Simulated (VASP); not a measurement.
Runs of VASP 6.6.1 on C. The structure is that of space group P6_3/mmc (No. 194), or close to it. The cells are those of the table. 

```csv
task,cell,k mesh,gap on the mesh (eV),pressure (GPa)
relaxation of cell and atoms,"relaxed from a = 2.107, b = 2.107, c = 3.441 Å, angles 90.0, 90.0, 120.0°, 2 atoms",17 × 17 × 9,none,0.0
single point,"a = 1.667, b = 1.667, c = 6.681 Å, angles 90.0, 90.0, 120.0°, 2 atoms",23 × 23 × 5,none,14.0
single point,"a = 1.714, b = 1.714, c = 6.869 Å, angles 90.0, 90.0, 120.0°, 2 atoms",17 × 17 × 9,none,-0.1
single point,"a = 1.714, b = 1.714, c = 6.869 Å, angles 90.0, 90.0, 120.0°, 2 atoms",34 × 34 × 8,none,(a)
```

Alike in all rows: level r2SCAN; potentials or basis VASP PAW PBE potentials, release 64 (C); no spin polarisation; cutoff (eV) 660; smearing fermi-dirac 0.1 eV.

Question: Estimate the missing entries.

Answer: (a) -0.7.

Caveats: the PAW data sets were made with another functional, which shifts forces and pressure a little.

A gap of «none» marks levels without a gap at the run's occupations.
